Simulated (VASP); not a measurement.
Crystal: Si2Ni.

```
Si Ni
1.0
     0.00000    2.70300    2.70300
     2.70300    0.00000    2.70300
     2.70300    2.70300    0.00000
Si Ni
2 1
Direct
  0.25000 0.25000 0.25000
  0.75000 0.75000 0.75000
  0.00000 0.00000 0.00000
```

- Program: VASP 6.6.1
- Task: relaxation of cell and atoms
- Functional: PBE
- Potentials or basis: VASP PAW PBE potentials, release 64 (Si, Ni)
- Cutoff: 600 eV
- k mesh: 12 × 12 × 12
- Occupations: gaussian, width 0.05 eV
- Spin: no spin polarisation

At the start: pressure 3.1 GPa; volume 13.17 Å³/atom.

**Question.** How do energy, volume and symmetry change on relaxing?

**Answer.** Over 3 steps the energy falls by 2.6 meV/atom and the volume is 13.44 Å³/atom (+2.1 %); space group Fm-3m (No. 225, to 0.1 Å) before and after.

The path:
```
step  energy change (eV)  largest force (eV/Å)  pressure (GPa)  volume (Å³)
   1              0.0000                0.0000            3.10        39.50
   2             -0.0031                0.0000           -2.18        40.97
   3             -0.0077                0.0000            0.00        40.31
```

Final structure:
```
CELL_PARAMETERS angstrom
0.00000 2.72145 2.72145
2.72145 0.00000 2.72145
2.72145 2.72145 0.00000
ATOMIC_POSITIONS crystal
Si 0.25000 0.25000 0.25000
Si 0.75000 0.75000 0.75000
Ni 0.00000 0.00000 0.00000
```
